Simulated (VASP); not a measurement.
# MgS (Cc) in VASP: single point with PBEsol

Aim: the single point of MgS with PBEsol.

All numbers are computed with VASP 6.6.1; they aren't measurements. Logs are shortened: lines on timing, memory, paths and dates and some standing lists are left out, and cuts for length are marked.

### 1 The cell of the first run

The structure is monoclinic, space group Cc (No. 9). The conventional cell has a = 4.122 Å, b = 6.650 Å, c = 5.860 Å, α = 90.00°, β = 94.64°, γ = 90.00°. Mg (site symmetry 1) has 4 S at 2.09 to 2.62 Å within 2.8 Å. Within 2.8 Å of S (site symmetry 1) lie 4 Mg at 2.09 to 2.62 Å.

### 2 Single point, PBEsol (strained and its atoms moved)

Input file INCAR:

```
  ALGO = Normal
  EDIFF = 1E-6
  ENCUT = 520
  GGA = PS
  ISIF = 2
  ISMEAR = 0
  LASPH = T
  LCHARG = F
  LREAL = F
  LWAVE = F
  NBANDS = 16
  NELM = 60
  PREC = Accurate
  SIGMA = 0.02
```

Input file KPOINTS:

```
k-points
0
Gamma
  6 6 4
```

Input file POSCAR:

```
MgS
1.0
    4.1189460151      0.0000000000     -0.1572292352
   -2.0594730076      3.3249018791      0.0786146176
   -0.2506665042      0.0000000000      5.8547384856
Mg S
2 2
Direct
    0.7274596811      0.4054734339      0.4780190514
    0.3219862372      0.5945265661      0.9780190514
    0.2907744195      0.6309947674      0.3969799486
    0.6597796622      0.3690052326      0.8969799486
```

Potentials or basis: VASP PAW PBE potentials, release 64 (Mg, S).

Run with:

```bash
$ cat potpaw_PBE.64/Mg/POTCAR potpaw_PBE.64/S/POTCAR > POTCAR
$ mpirun -np 1 vasp_std > vasp.out
```

OUTCAR:

```text
EDIFF = 1E-6
   ENCUT = 520
   GGA = PS
   ISIF = 2
   ISMEAR = 0
   LASPH = T
   LREAL = F
   NELM = 60
   PREC = Accurate

 ion  position               nearest neighbor table
   1  0.727  0.405  0.478-   3 2.09   3 2.40   4 2.48   3 2.62   2 3.50   2 3.50
   2  0.322  0.595  0.978-   4 2.09   4 2.40   3 2.48   4 2.62   1 3.50   1 3.50
   3  0.291  0.631  0.397-   1 2.09   1 2.40   2 2.48   1 2.62
   4  0.660  0.369  0.897-   2 2.09   2 2.40   1 2.48   2 2.62

  LATTYP: Found a base centered monoclinic cell.
 ALAT       =     4.1219458157
 B/A-ratio  =     1.6132681155
 C/A-ratio  =     1.4216834344
 COS(beta)  =    -0.0808534867

  Lattice vectors:

 A1 = (   2.0594730076,  -3.3249018791,  -0.0786146176)
 A2 = (   2.0594730075,   3.3249018791,  -0.0786146176)
 A3 = (  -0.2506665042,   0.0000000000,   5.8547384856)

Analysis of symmetry for initial positions (statically):
=====================================================================
 Subroutine PRICEL returns:
 Original cell was already a primitive cell.

 Routine SETGRP: Setting up the symmetry group for a
 base centered monoclinic supercell.

 Subroutine GETGRP returns: Found  2 space group operations
 (whereof  1 operations were pure point group operations)
 out of a pool of  4 trial point group operations.

The static configuration has the point symmetry C_1 .
 The point group associated with its full space group is C_1h.

Analysis of symmetry for dynamics (positions and initial velocities):
=====================================================================
 Subroutine PRICEL returns:
 Original cell was already a primitive cell.

 Routine SETGRP: Setting up the symmetry group for a
 base centered monoclinic supercell.

 Subroutine GETGRP returns: Found  2 space group operations
 (whereof  1 operations were pure point group operations)
 out of a pool of  4 trial point group operations.

The dynamic configuration has the point symmetry C_1 .
 The point group associated with its full space group is C_1h.

 Subroutine INISYM returns: Found  2 space group operations
 (whereof  1 operations are pure point group operations),
 and found     1 'primitive' translations

----------------------------------------------------------------------------------------

                                     Primitive cell

  volume of cell :      80.0501

  direct lattice vectors                    reciprocal lattice vectors
     4.118946015  0.000000000 -0.157229235     0.243177985  0.150380378  0.010411494
    -2.059473008  3.324901879  0.078614618     0.000000000  0.300760755  0.000000000
    -0.250666504  0.000000000  5.854738486     0.006530554  0.000000000  0.171081423

  length of vectors
     4.121945816  3.911851458  5.860102084     0.286108702  0.300760755  0.171206020

  position of ions in fractional coordinates (direct lattice)
     0.727459681  0.405473434  0.478019051
     0.321986237  0.594526566  0.978019051
     0.290774420  0.630994767  0.396979949
     0.659779662  0.369005233  0.896979949

  ion indices of the primitive-cell ions
   primitive index   ion index
                 1           1
                 2           2
                 3           3
                 4           4

----------------------------------------------------------------------------------------

 KPOINTS: k-points

Automatic generation of k-mesh.
 Grid dimensions read from file:
 generate k-points for:    6    6    4

 Generating k-lattice:

  Cartesian coordinates                     Fractional coordinates (reciprocal lattice)
     0.040529664  0.025063396  0.001735249     0.166666667  0.000000000  0.000000000
     0.000000000  0.050126793  0.000000000     0.000000000  0.166666667  0.000000000
     0.001632639  0.000000000  0.042770356     0.000000000 -0.000000000  0.250000000

  Length of vectors
     0.047684784  0.050126793  0.042801505

  Shift w.r.t. Gamma in fractional coordinates (k-lattice)
     0.000000000  0.000000000  0.000000000

 Subroutine IBZKPT returns following result:
 ===========================================

 Found     47 irreducible k-points:

 Following reciprocal coordinates:
            Coordinates               Weight
  0.000000  0.000000  0.000000      1.000000
  0.166667 -0.000000  0.000000      4.000000
  0.333333 -0.000000  0.000000      4.000000
  0.500000 -0.000000  0.000000      2.000000
  0.000000  0.166667  0.000000      2.000000
  0.166667  0.166667  0.000000      4.000000
[... 16 lines left out ...]
  0.500000  0.166667  0.250000      4.000000
 -0.333333  0.166667  0.250000      2.000000
 [... further k-points ...]
   k-points           NKPTS =     47   k-points in BZ     NKDIM =     47   number of bands    NBANDS=     16
   number of dos      NEDOS =    301   number of ions     NIONS =      4
   total plane-waves  NPLWV =  46080
   dimension x,y,z NGX =    32 NGY =   30 NGZ =   48
   dimension x,y,z NGXF=    64 NGYF=   60 NGZF=   96
   ions per type =               2   2
   NGX,Y,Z   is equivalent  to a cutoff of  12.91, 12.75, 13.62 a.u.
   NGXF,Y,Z  is equivalent  to a cutoff of  25.81, 25.50, 27.23 a.u.
 SYSTEM =  unknown system
   PREC   = accura    normal or accurate (medium, high low for compatibility)
   ISTART =      0    job   : 0-new  1-cont  2-samecut
   ICHARG =      2    charge: 1-file 2-atom 10-const
   ISPIN  =      1    spin polarized calculation?
   LNONCOLLINEAR =      F non collinear calculations
   LSORBIT =      F    spin-orbit coupling
   LASPH  =      T    aspherical Exc in radial PAW
   ENCUT  =  520.0 eV  38.22 Ry    6.18 a.u.   7.66  7.27 10.90*2*pi/ulx,y,z
   NELM   =     60;   NELMIN=  2; NELMDL= -5     # of ELM steps
   EDIFF  = 0.1E-05   stopping-criterion for ELM
   LREAL  =      F    real-space projection
   EDIFFG = 0.1E-04   stopping-criterion for IOM
   NSW    =      0    number of steps for IOM
   IBRION =     -1    ionic relax: 0-MD 1-quasi-New 2-CG
   NFREE  =      0    steps in history (QN), initial steepest desc. (CG)
   ISIF   =      2    stress and relaxation
   ISYM   =      2    0-nonsym 1-usesym 2-fastsym
   POTIM  = 0.5000    time-step for ionic-motion
   TEBEG  =    0.0;   TEEND  =   0.0 temperature during run
   PSTRESS=    0.0 pullay stress
   NELECT =      16.0000    total number of electrons
   NUPDOWN=      -1.0000    fix difference up-down
   EMIN   =  10.00;   EMAX   =-10.00  energy-range for DOS
   EFERMI =   0.00;   METHOD = LEGACY
   ISMEAR =     0;   SIGMA  =   0.02  broadening in eV -4-tet -1-fermi 0-gaus
   EFERMI_NEDOS =   21; number of points for ismear=-14 and -15
   IALGO  =     38    algorithm
   IMIX   =      4    mixing-type and parameters
     AMIX     =   0.40;   BMIX     =  1.00
     AMIX_MAG =   1.60;   BMIX_MAG =  1.00
  volume/ion in A,a.u.               =      20.01       135.05
  Fermi-wavevector in a.u.,A,eV,Ry     =   0.957181  1.808810 12.465600  0.916196
  Thomas-Fermi vector in A             =   2.086176
   LORBIT       =      0    0 simple, 1 ext, 2 COOP (PROOUT), +10 PAW based schemes
   GGA     = PS    functional components
   LHFCALC =     F    Hartree Fock is set to
   AEXX    =    0.0000 exact exchange contribution
   IVDW    =     0    specifies the selected vdW correction
   LEPSILON=     F    determine dielectric tensor
   LRPA    =     F    only Hartree local field effects (RPA)
 non-spin polarized calculation
 Gauss-broadening in eV      SIGMA  =   0.02
  energy-cutoff  :      520.00
  volume of cell :       80.05
 maximum number of plane-waves:      2171
 NGX is ok and might be reduce to    32
   NGX = 15   NGY = 15   NGZ = 21

 number of electron      16.0000000 magnetization

 Free energy of the ion-electron system (eV)
  ---------------------------------------------------
  ext. energy  EPLUGINS =         0.00000000
  ---------------------------------------------------
  free energy    TOTEN  =       -16.60232865 eV

  energy without entropy =      -16.60232865  energy(sigma->0) =      -16.60232865

 E-fermi :   2.7300     XC(G=0):  -9.0803

 val. band max:        2.6385026427   @ k =   0.0000   0.0000   0.0000
 cond. band min:       5.6594748803   @ k =   0.0000   0.0000   0.0000
 fundamental gap:      3.0209722376
 Fermi energy:         2.7300115538

 k-point     1 :       0.0000    0.0000    0.0000
  band No.  band energies     occupation
      1      -9.8634      2.00000
      2      -8.7044      2.00000
      3      -1.5404      2.00000
      4       0.5700      2.00000
      5       1.2193      2.00000
      6       1.7073      2.00000
[... 8 lines left out ...]
     15      10.8644      0.00000
     16      11.1792      0.00000

 k-point     2 :       0.1667   -0.0000    0.0000
  band No.  band energies     occupation
      1      -9.7035      2.00000
      2      -8.6571      2.00000
      3      -1.3112      2.00000
      4       0.0030      2.00000
      5       0.6145      2.00000
      6       1.3039      2.00000
[... 8 lines left out ...]
     15      10.9621      0.00000
     16      11.4979      0.00000

 k-point     3 :       0.3333   -0.0000    0.0000
  band No.  band energies     occupation
      1      -9.3039      2.00000
      2      -8.6140      2.00000
      3      -1.0681      2.00000
      4      -0.6995      2.00000
      5      -0.3219      2.00000
      6       0.8473      2.00000
[... 8 lines left out ...]
     15      11.3599      0.00000
     16      12.2704      0.00000

 k-point     4 :       0.5000   -0.0000    0.0000
  band No.  band energies     occupation
      1      -8.9832      2.00000
      2      -8.6974      2.00000
      3      -1.4936      2.00000
      4      -0.9164      2.00000
      5       0.1050      2.00000
      6       0.6883      2.00000
[... 8 lines left out ...]
     15      11.9251      0.00000
     16      13.7234      0.00000

 k-point     5 :       0.0000    0.1667    0.0000
  band No.  band energies     occupation
      1      -9.7008      2.00000
      2      -8.6344      2.00000
      3      -1.3060      2.00000
      4       0.3206      2.00000
      5       0.6912      2.00000
      6       1.1725      2.00000
[... 8 lines left out ...]
     15      10.4788      0.00000
     16      11.1286      0.00000

 k-point     6 :       0.1667    0.1667    0.0000
  band No.  band energies     occupation
      1      -9.4215      2.00000
      2      -8.5695      2.00000
      3      -0.8850      2.00000
      4      -0.4888      2.00000
      5      -0.0919      2.00000
      6       0.6313      2.00000
[... 8 lines left out ...]
     15      11.6920      0.00000
     16      12.0607      0.00000
[... 267 lines left out ...]
 k-point    21 :       0.1667    0.1667    0.2500
  band No.  band energies     occupation
      1      -9.2849      2.00000
      2      -8.7408      2.00000
      3      -1.0862      2.00000
      4      -0.2851      2.00000
      5       0.3541      2.00000
      6       0.6795      2.00000
[... 8 lines left out ...]
     15      11.6354      0.00000
     16      11.9467      0.00000

 k-point    22 :       0.3333    0.1667    0.2500
  band No.  band energies     occupation
      1      -8.9304      2.00000
      2      -8.7159      2.00000
      3      -1.5760      2.00000
      4      -0.9428      2.00000
      5       0.1233      2.00000
      6       0.7766      2.00000
[... 8 lines left out ...]
     15      11.1332      0.00000
     16      12.7010      0.00000

 k-point    23 :       0.5000    0.1667    0.2500
  band No.  band energies     occupation
      1      -9.0104      2.00000
      2      -8.6524      2.00000
      3      -1.4880      2.00000
      4      -1.1452      2.00000
      5       0.1512      2.00000
      6       0.4537      2.00000
[... 8 lines left out ...]
     15      11.3989      0.00000
     16      13.0309      0.00000

 k-point    24 :      -0.3333    0.1667    0.2500
  band No.  band energies     occupation
      1      -9.3621      2.00000
      2      -8.6919      2.00000
      3      -1.0881      2.00000
      4      -0.7607      2.00000
      5       0.0465      2.00000
      6       0.9043      2.00000
[... 8 lines left out ...]
     15      11.3770      0.00000
     16      11.6512      0.00000

 [... further k-points ...]
[... 5 lines left out ...]
  --------------------------------------------------------------------------------------
  -------------------------------------------------------------------------------------
  Total       12.6976475      0.9320679      2.3119178     -0.0000000      0.0000000     -1.5285172
  in kB      254.1392641     18.6550342     46.2722783     -0.0000000      0.0000000    -30.5927714
  external PRESSURE =     106.3555255 kB  Pullay stress =       0.0000000 kB

 VOLUME and BASIS-vectors are now :
 -----------------------------------------------------------------------------
  energy-cutoff  :      520.00
  volume of cell :       80.05
      direct lattice vectors                 reciprocal lattice vectors
     4.118946015  0.000000000 -0.157229235     0.243177985  0.150380378  0.010411494
    -2.059473008  3.324901879  0.078614618     0.000000000  0.300760755  0.000000000
    -0.250666504  0.000000000  5.854738486     0.006530554  0.000000000  0.171081423

 POSITION                                       TOTAL-FORCE (eV/Angst)
 -----------------------------------------------------------------------------------
      2.04148      1.34816      2.71617        -3.003087     -1.843506      0.875838
     -0.14332      1.97674      5.72216        -3.003087      1.843506      0.875838
     -0.20134      2.09800      2.32810         3.003087      1.791531     -0.875838
      1.73280      1.22691      5.17686         3.003087     -1.791531     -0.875838
 -----------------------------------------------------------------------------------
    total drift:                                0.000098      0.000008      0.000025

  FREE ENERGIE OF THE ION-ELECTRON SYSTEM (eV)
  ---------------------------------------------------
  free  energy   TOTEN  =       -16.6023286536 eV

  energy  without entropy=      -16.6023286536  energy(sigma->0) =      -16.60232865
```

Run time: 25 s. Hardware: 1 thread of Intel Xeon 6975P-C (Granite Rapids), shared host; peak memory 0.22 GiB.

Results:

```
Free energy            : -16.6023 eV
Pressure               : 10.6 GPa
Largest force          : 3.631 eV/Å
Band gap on the k mesh : 3.02 eV, direct
```

Forces on the atoms (eV/Å):
```
Mg  -3.003 -1.844  0.876
Mg  -3.003  1.844  0.876
S    3.003  1.792 -0.876
S    3.003 -1.792 -0.876
```

Caveat: the cell differs from its parent crystal (strained and its atoms moved); the PAW data sets were made with another functional, which shifts forces and pressure a little. A k mesh can miss the band edges.
